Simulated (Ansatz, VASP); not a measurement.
## Two plane-wave programs on ZnS

Contents of POSCAR:

```
ZnS
1.0
    0.0000000000      2.6777701691      2.6777701691
    2.6777701691      0.0000000000      2.6777701691
    2.6777701691      2.6777701691      0.0000000000
Zn S
1 1
Direct
    0.2500000000      0.2500000000      0.2500000000
    0.0000000000      0.0000000000      0.0000000000
```

INCAR.step1

```
SYSTEM = ZnS
  PREC = Accurate
  ENCUT = 520
  ISMEAR = 0
  SIGMA = 0.02
  LREAL = .FALSE.
  LASPH = .TRUE.
  NELM = 80
  NBANDS = 16
  GGA = PE
  ALGO = Normal
  EDIFF = 1E-4
  LWAVE = .TRUE.
  LCHARG = .FALSE.
```

Contents of INCAR.step2:

```
SYSTEM = ZnS
  PREC = Accurate
  ENCUT = 520
  EDIFF = 1E-6
  ISMEAR = 0
  SIGMA = 0.02
  LREAL = .FALSE.
  LASPH = .TRUE.
  NELM = 80
  ALGO = Normal
  ISIF = 2
  LWAVE = .FALSE.
  LCHARG = .FALSE.
  METAGGA = R2SCAN
  LMIXTAU = .TRUE.
  NBANDS = 16
  ISTART = 1
```

File KPOINTS:

```
Automatic mesh
0
G
  10 10 10
  0 0 0
```

Input for Ansatz:

```yaml
crystal:
  lattice:
    - [0.0, 2.6777701691, 2.6777701691]
    - [2.6777701691, 0.0, 2.6777701691]
    - [2.6777701691, 2.6777701691, 0.0]
  atoms:
    - { symbol: Zn, position: [0.25, 0.25, 0.25] }
    - { symbol: S, position: [0.0, 0.0, 0.0] }
basis:
  ecutwfc: 500
kpoints:
  mp_grid: { grid: [10, 10, 10] }
  band_path:
    path:
      - [0.0, 0.0, 0.0]
      - [-0.5, -0.5, 0.0]
      - [-0.375, -0.375, 0.25]
      - [-0.375, 0.0, 0.375]
      - [0.0, 0.0, 0.5]
      - [-0.5, -0.25, 0.25]
    npoints: 1
hamiltonian:
  xc: r2scan
scf:
  occupations: { method: gaussian, width: 0.02 }
  n_extra_bands: 4
output:
  forces: true
  stress: true
  eigenvalues: true
```

Alike in both runs: task single point; functional r2SCAN; k mesh 10 × 10 × 10; occupations gaussian, width 0.02 eV; no spin polarisation.

|  | VASP | Ansatz |
| --- | --- | --- |
| version | VASP 6.6.1 | Ansatz 0.2.0 |
| potentials or method | VASP PAW PBE potentials, release 64 (Zn, S), cutoff 520 eV | scalar-relativistic, plane waves, PAW |
| valence electrons in the cell | 18 | 18 |

Ansatz gave:

```
gap on the k mesh at the Fermi level (eV) : 2.79
least direct gap on the mesh (eV)         : 2.79
pressure (GPa)                            : 1.5
```

Question: Which values does VASP return?

Answer: gap on the k mesh at the Fermi level (eV): 2.80; least direct gap on the mesh (eV): 2.80; pressure (GPa): 1.5.

VASP's potentials were made for PBE, not for r2SCAN.
